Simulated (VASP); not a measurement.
# Al2Pt (Fm-3m) in VASP: notebook, part 2 of 2

VASP 6.6.1.

**5. Relaxation of cell and atoms, PBE**

Contents of INCAR:

```
SYSTEM = Al2Pt
PREC     = Accurate       ! precision mode
ENCUT    = 600            ! plane-wave cutoff, eV
EDIFF    = 1E-7           ! SCF threshold, eV
ISMEAR   = -1             ! smearing method
SIGMA    = 0.05           ! smearing width, eV
LREAL    = .False.        ! projectors in reciprocal space
LASPH    = .True.         ! aspherical terms in the spheres
NELM     = 80             ! most SCF steps
ALGO     = Normal         ! electronic algorithm
ISIF     = 3              ! what is computed and relaxed
LWAVE    = .False.        ! write WAVECAR
LCHARG   = .False.        ! write CHGCAR
GGA      = PE             ! functional
IBRION   = 2              ! ionic algorithm
NSW      = 40             ! ionic steps
EDIFFG   = -0.005         ! ionic threshold
```

Contents of KPOINTS:

```
Automatic mesh
0
Gamma
  11 11 11
  0 0 0
```

Contents of POSCAR:

```
Al2Pt
1.0
    0.0000000000      2.9735292329      2.9735292329
    2.9735292329      0.0000000000      2.9735292329
    2.9735292329      2.9735292329      0.0000000000
Al Pt
2 1
Direct
    0.2500000000      0.2500000000      0.2500000000
    0.7500000000      0.7500000000      0.7500000000
    0.0000000000      0.0000000000      0.0000000000
```

Potentials or basis: VASP PAW PBE potentials, release 64 (Al, Pt).

Command:

```bash
> cat potpaw_PBE.64/Al/POTCAR potpaw_PBE.64/Pt/POTCAR > POTCAR
> mpirun -np 1 vasp_std > vasp.out
```

OUTCAR:

```text
SYSTEM = Al2Pt
   PREC = Accurate
   ENCUT = 600
   EDIFF = 1E-7
   ISMEAR = -1
   LREAL = .False.
   LASPH = .True.
   NELM = 80
   ISIF = 3
   GGA = PE
   IBRION = 2
   NSW = 40
   EDIFFG = -0.005

 ion  position               nearest neighbor table
   1  0.250  0.250  0.250-   3 2.58   3 2.58   3 2.58   3 2.58   2 2.97   2 2.97   2 2.97   2 2.97
                             2 2.97   2 2.97
   2  0.750  0.750  0.750-   3 2.58   3 2.58   3 2.58   3 2.58   1 2.97   1 2.97   1 2.97   1 2.97
                             1 2.97   1 2.97
   3  0.000  0.000  0.000-   1 2.58   2 2.58   2 2.58   2 2.58   2 2.58   1 2.58   1 2.58   1 2.58

  LATTYP: Found a face centered cubic cell.
 ALAT       =     5.9470584658

  Lattice vectors:

 A1 = (   0.0000000000,   2.9735292329,   2.9735292329)
 A2 = (   2.9735292329,   0.0000000000,   2.9735292329)
 A3 = (   2.9735292329,   2.9735292329,   0.0000000000)

Analysis of symmetry for initial positions (statically):
=====================================================================
 Subroutine PRICEL returns:
 Original cell was already a primitive cell.

 Routine SETGRP: Setting up the symmetry group for a
 face centered cubic supercell.

 Subroutine GETGRP returns: Found 48 space group operations
 (whereof 48 operations were pure point group operations)
 out of a pool of 48 trial point group operations.

The static configuration has the point symmetry O_h .

Analysis of symmetry for dynamics (positions and initial velocities):
=====================================================================
 Subroutine PRICEL returns:
 Original cell was already a primitive cell.

 Routine SETGRP: Setting up the symmetry group for a
 face centered cubic supercell.

 Subroutine GETGRP returns: Found 48 space group operations
 (whereof 48 operations were pure point group operations)
 out of a pool of 48 trial point group operations.

The dynamic configuration has the point symmetry O_h .

 Subroutine INISYM returns: Found 48 space group operations
 (whereof 48 operations are pure point group operations),
 and found     1 'primitive' translations

----------------------------------------------------------------------------------------

                                     Primitive cell

  volume of cell :      52.5832

  direct lattice vectors                    reciprocal lattice vectors
     0.000000000  2.973529233  2.973529233    -0.168150356  0.168150356  0.168150356
     2.973529233  0.000000000  2.973529233     0.168150356 -0.168150356  0.168150356
     2.973529233  2.973529233  0.000000000     0.168150356  0.168150356 -0.168150356

  length of vectors
     4.205205369  4.205205369  4.205205369     0.291244960  0.291244960  0.291244960

  position of ions in fractional coordinates (direct lattice)
     0.250000000  0.250000000  0.250000000
     0.750000000  0.750000000  0.750000000
     0.000000000  0.000000000  0.000000000

  ion indices of the primitive-cell ions
   primitive index   ion index
                 1           1
                 2           2
                 3           3

----------------------------------------------------------------------------------------

 KPOINTS: Automatic mesh

Automatic generation of k-mesh.
 Grid dimensions read from file:
[... 58 lines left out ...]
   ICHARG =      2    charge: 1-file 2-atom 10-const
   ISPIN  =      1    spin polarized calculation?
   LNONCOLLINEAR =      F non collinear calculations
   LSORBIT =      F    spin-orbit coupling
   LASPH  =      T    aspherical Exc in radial PAW
   ENCUT  =  600.0 eV  44.10 Ry    6.64 a.u.   8.40  8.40  8.40*2*pi/ulx,y,z
   NELM   =     80;   NELMIN=  2; NELMDL= -5     # of ELM steps
   EDIFF  = 0.1E-06   stopping-criterion for ELM
   LREAL  =      F    real-space projection
   EDIFFG = -.5E-02   stopping-criterion for IOM
   NSW    =     40    number of steps for IOM
   IBRION =      2    ionic relax: 0-MD 1-quasi-New 2-CG
   NFREE  =      1    steps in history (QN), initial steepest desc. (CG)
   ISIF   =      3    stress and relaxation
   ISYM   =      2    0-nonsym 1-usesym 2-fastsym
   POTIM  = 0.5000    time-step for ionic-motion
   TEBEG  =    0.0;   TEEND  =   0.0 temperature during run
   PSTRESS=    0.0 pullay stress
   NELECT =      16.0000    total number of electrons
   NUPDOWN=      -1.0000    fix difference up-down
   EMIN   =  10.00;   EMAX   =-10.00  energy-range for DOS
   EFERMI =   0.00;   METHOD = LEGACY
   ISMEAR =    -1;   SIGMA  =   0.05  broadening in eV -4-tet -1-fermi 0-gaus
   EFERMI_NEDOS =   21; number of points for ismear=-14 and -15
   IALGO  =     38    algorithm
   IMIX   =      4    mixing-type and parameters
     AMIX     =   0.40;   BMIX     =  1.00
     AMIX_MAG =   1.60;   BMIX_MAG =  1.00
  volume/ion in A,a.u.               =      17.53       118.28
  Fermi-wavevector in a.u.,A,eV,Ry     =   1.101115  2.080805 16.496437  1.212454
  Thomas-Fermi vector in A             =   2.237537
   LORBIT       =      0    0 simple, 1 ext, 2 COOP (PROOUT), +10 PAW based schemes
   GGA     = PE    functional components
   LHFCALC =     F    Hartree Fock is set to
   AEXX    =    0.0000 exact exchange contribution
   IVDW    =     0    specifies the selected vdW correction
   LEPSILON=     F    determine dielectric tensor
   LRPA    =     F    only Hartree local field effects (RPA)
 conjugate gradient relaxation of ions
 non-spin polarized calculation
  energy-cutoff  :      600.00
  volume of cell :       52.58
 maximum number of plane-waves:      1807
 NGX is ok and might be reduce to    36
   NGX = 17   NGY = 17   NGZ = 17

--------------------------------------- Ionic step        1  -------------------------------------------

 number of electron      16.0000002 magnetization

 Free energy of the ion-electron system (eV)
  ---------------------------------------------------
  ext. energy  EPLUGINS =         0.00000000
  ---------------------------------------------------
  free energy    TOTEN  =       -16.25603061 eV

  energy without entropy =      -16.24526088  energy(sigma->0) =      -16.25064575

------------------------ aborting loop because EDIFF is reached ----------------------------------------

  FORCE on cell =-STRESS in cart. coord.  units (eV):
  Direction    XX          YY          ZZ          XY          YZ          ZX
  --------------------------------------------------------------------------------------
  -------------------------------------------------------------------------------------
  Total       -0.0494139     -0.0494139     -0.0494139      0.0000000      0.0000000      0.0000000
  in kB       -1.5056112     -1.5056112     -1.5056112      0.0000000      0.0000000      0.0000000
  external PRESSURE =      -1.5056112 kB  Pullay stress =       0.0000000 kB
[... 61 lines left out ...]
--------------------------------------- Ionic step        3  -------------------------------------------

 number of electron      16.0000002 magnetization

 Free energy of the ion-electron system (eV)
  ---------------------------------------------------
  ext. energy  EPLUGINS =         0.00000000
  ---------------------------------------------------
  free energy    TOTEN  =       -16.25606155 eV

  energy without entropy =      -16.24529363  energy(sigma->0) =      -16.25067759

 E-fermi :   7.6771     XC(G=0): -10.6246

 val. band max:        7.6732317871   @ k =  -0.1818   0.1818   0.0000
 cond. band min:       7.6822796269   @ k =   0.4545   0.1818   0.0000
 fundamental gap:      0.0090478397
 Fermi energy:         7.6770514028

 k-point     1 :       0.0000    0.0000    0.0000
  band No.  band energies     occupation
      1      -2.4107      2.00000
      2       2.7339      2.00000
      3       2.7339      2.00000
      4       2.7339      2.00000
      5       4.0699      2.00000
      6       4.0699      2.00000
      7      10.5176      0.00000
      8      11.5042      0.00000
      9      11.5042      0.00000
     10      11.5042      0.00000
     11      13.0058      0.00000
     12      13.0058      0.00000
[... 331 lines left out ...]
 k-point    24 :      -0.1818    0.1818    0.0000
  band No.  band energies     occupation
      1      -1.2559      2.00000
      2       2.2007      2.00000
      3       2.9563      2.00000
      4       3.1000      2.00000
      5       3.8469      2.00000
      6       4.2291      2.00000
      7       6.6275      2.00000
      8       7.6732      1.03818
      9      10.1636      0.00000
     10      11.9682      0.00000
     11      12.4300      0.00000
     12      13.1321      0.00000

 [... further k-points ...]

------------------------ aborting loop because EDIFF is reached ----------------------------------------

  FORCE on cell =-STRESS in cart. coord.  units (eV):
  Direction    XX          YY          ZZ          XY          YZ          ZX
  --------------------------------------------------------------------------------------
  -------------------------------------------------------------------------------------
  Total        0.0025980      0.0025980      0.0025980      0.0000000      0.0000000      0.0000000
  in kB        0.0792577      0.0792577      0.0792577      0.0000000      0.0000000      0.0000000
  external PRESSURE =       0.0792577 kB  Pullay stress =       0.0000000 kB
[... 18 lines left out ...]
  FREE ENERGIE OF THE ION-ELECTRON SYSTEM (eV)
  ---------------------------------------------------
  free  energy   TOTEN  =       -16.2560615479 eV

  energy  without entropy=      -16.2452936322  energy(sigma->0) =      -16.25067759

 reached required accuracy - stopping structural energy minimisation
```

Run time: 36 s. Hardware: 1 thread of Intel Xeon 6975P-C (Granite Rapids), shared host; peak memory 0.23 GiB.

What came out:

* Free energy: -16.2561 eV
* Relaxed volume: 17.51 Å³/atom
* Relaxed cell: a = 4.203 Å, b = 4.203 Å, c = 4.203 Å, α = 60.00°, β = 60.00°, γ = 60.00°
* Space group after relaxing (to 0.1 Å): Fm-3m (No. 225)
* Energy gained by relaxing: 0.0 meV/atom
* Ionic steps: 3
* Pressure after relaxing: 0.0 GPa
* Band gap on the k mesh: zero (bands 8 and 9 overlap by 5.28 eV)

Final structure:
```yaml
crystal:
  lattice:
    - [0.00000, 2.97231, 2.97231]
    - [2.97231, 0.00000, 2.97231]
    - [2.97231, 2.97231, 0.00000]
  atoms:
    - { symbol: Al, position: [0.25000, 0.25000, 0.25000] }
    - { symbol: Al, position: [0.75000, 0.75000, 0.75000] }
    - { symbol: Pt, position: [0.00000, 0.00000, 0.00000] }
```

Levels at points of the mesh, in eV from the Fermi level:
```
           k point  band 6  band 7  band 8  band 9  band 10  band 11
(0.00, 0.00, 0.00)   -3.61    2.84    3.83    3.83     3.83     5.33
```

Caveat: spin-orbit coupling is left out, which moves the levels of the heavy elements.

**6. Overview**

| task | spin | cell | cutoff (eV) | gap on the mesh (eV) | pressure (GPa) | relaxed volume (Å³/atom) |
| --- | --- | --- | --- | --- | --- | --- |
| single point | collinear, zero start | a = 4.205 Å, angles 60.0°, 3 atoms | 520 | none | -0.2 | - |
| relaxation of cell and atoms | off | relaxed from a = 4.179 Å, angles 60.0°, 3 atoms | 600 | none | 0.0 | 17.51 |
| relaxation of cell and atoms | off | relaxed from a = 4.205 Å, angles 60.0°, 3 atoms | 600 | none | 0.0 | 17.51 |

Alike in all rows: level PBE; potentials or basis VASP PAW PBE potentials, release 64 (Al, Pt); k mesh 11 × 11 × 11; smearing fermi-dirac 0.05 eV.

Caveats: spin-orbit coupling is left out, which moves the levels of the heavy elements.

Absolute energies hang on the potentials; compare differences alone.
